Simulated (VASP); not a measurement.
A run of VASP 6.6.1 is set up as follows.

INCAR

```
  PREC = Accurate
  ENCUT = 520
  EDIFF = 1E-6
  ISMEAR = 0
  SIGMA = 0.02
  LREAL = Auto
  LASPH = T
  NELM = 100
  ALGO = Normal
  ISIF = 2
  LWAVE = F
  LCHARG = F
  GGA = PE
  IVDW = 12
  NBANDS = 105
```

KPOINTS

```
Automatic mesh
0
Gamma
  4 3 3
```

POSCAR

```
SnO
1.0
    5.9441250000     -0.3998640000     -0.4887240000
   -0.4581480000      7.0082700000     -0.2016850000
   -0.4638410000     -0.1963810000      8.5110160000
Sn O
9 9
Direct
    0.3486825411      0.2948517375      0.8268818603
    0.1251492069      0.7520710715      0.8520583249
    0.3762318789      0.5829889490      0.3278030132
    0.0376124177      0.9371534029      0.4770325821
    0.8966449479      0.3679561752      0.0727277580
    0.3855805051      0.1143153841      0.2350288844
    0.7013694060      0.8167865087      0.0790629728
    0.5937389869      0.9242292849      0.6670209544
    0.8464323937      0.4184435698      0.5259045270
    0.6766679258      0.1196775624      0.1138286782
    0.1928934261      0.0236615134      0.7114351425
    0.3665977177      0.8056161128      0.1621326810
    0.0297218335      0.4620289401      0.3181957176
    0.1852417598      0.2211760610      0.0375249671
    0.4922902386      0.7661167535      0.8549437513
    0.8271821706      0.7195261602      0.5792319752
    0.1074561985      0.4638460269      0.7251783950
    0.3201499195      0.7752039344      0.5046141571
```

Potentials or basis: VASP PAW PBE potentials, release 64 (Sn_d, O).

Command:

```console
$ cat potpaw_PBE.64/Sn_d/POTCAR potpaw_PBE.64/O/POTCAR > POTCAR
$ mpirun -np 1 vasp_std > vasp.out
```

Task: Estimate the dispersion energy per atom.

Result: -0.211 eV.

Task: Predict the band gap on the k mesh.

Result: 1.29 eV (least direct gap 1.43 eV).

Forces on the atoms (eV/Å):
```
Sn   0.068  0.020  0.021
Sn  -0.059  0.017  0.030
Sn   0.053 -0.065  0.001
Sn  -0.042  0.048 -0.066
Sn  -0.017  0.064 -0.043
Sn  -0.038  0.007  0.057
Sn   0.085 -0.037  0.023
Sn   0.044  0.059 -0.009
Sn  -0.023 -0.051 -0.021
O    0.007 -0.007 -0.010
O    0.003 -0.019  0.016
O   -0.028  0.004 -0.008
O   -0.016  0.000  0.015
O   -0.016 -0.004 -0.020
O   -0.012 -0.034  0.004
O   -0.001 -0.007  0.011
O   -0.004 -0.006 -0.010
O   -0.005  0.012  0.011
```

Caveat: the atoms stand as in a frame of molecular dynamics; spin-orbit coupling is left out, which moves the levels of the heavy elements.
